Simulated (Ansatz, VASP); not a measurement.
Two plane-wave programs on AlAs

INCAR

```
SYSTEM = AlAs
PREC = Accurate ; ENCUT = 500
EDIFF = 1E-6 ; ISMEAR = 0
SIGMA = 0.1 ; LREAL = .False.
LASPH = .True. ; NELM = 120
ALGO = Normal ; ISIF = 2
LWAVE = .False. ; LCHARG = .False.
GGA = PE ; IVDW = 12
NBANDS = 11 ; GGA_COMPAT = .False.
```

KPOINTS

```
regular mesh
0
Gamma
  6 6 6
  0 0 0
```

POSCAR

```
AlAs
1.0
    0.0000000000      2.8304000000      2.8304000000
    2.8304000000      0.0000000000      2.8304000000
    2.8304000000      2.8304000000      0.0000000000
Al As
1 1
Direct
    0.0000000000      0.0000000000      0.0000000000
    0.7500000000      0.7500000000      0.7500000000
```

Input for Ansatz:

```yaml
crystal:
  lattice:
    - [0.0, 2.8304, 2.8304]
    - [2.8304, 0.0, 2.8304]
    - [2.8304, 2.8304, 0.0]
  atoms:
    - { symbol: Al, position: [0.0, 0.0, 0.0] }
    - { symbol: As, position: [0.75, 0.75, 0.75] }
basis:
  ecutwfc: 420
kpoints:
  mp_grid: { grid: [6, 6, 6] }
hamiltonian:
  xc: pbe
  dispersion: d3bj
scf:
  occupations: { method: gaussian, width: 0.1 }
output:
  forces: true
  stress: true
  eigenvalues: true
```

Alike in both runs: task single point; functional PBE; dispersion D3(BJ); k mesh 6 × 6 × 6; occupations gaussian, width 0.1 eV; no spin polarisation.

|  | VASP | Ansatz |
| --- | --- | --- |
| version | VASP 6.6.1 | Ansatz 0.2.0 |
| potentials or method | VASP PAW PBE potentials, release 64 (Al, As), cutoff 500 eV | scalar-relativistic, plane waves, PAW |
| valence electrons in the cell | 8 | 18 |

|  | VASP | Ansatz | Ansatz less VASP |
| --- | --- | --- | --- |
| gap on the k mesh at the Fermi level (eV) | 1.43 | 1.44 | +0.010 |
| least direct gap on the mesh (eV) | 2.06 | 2.05 | -0.007 |
| pressure (GPa) | 0.4 | 0.2 | -0.19 |

VASP's potentials hold 8 valence electrons a cell and Ansatz's 18, so a difference there can come from the potentials and not from the codes.
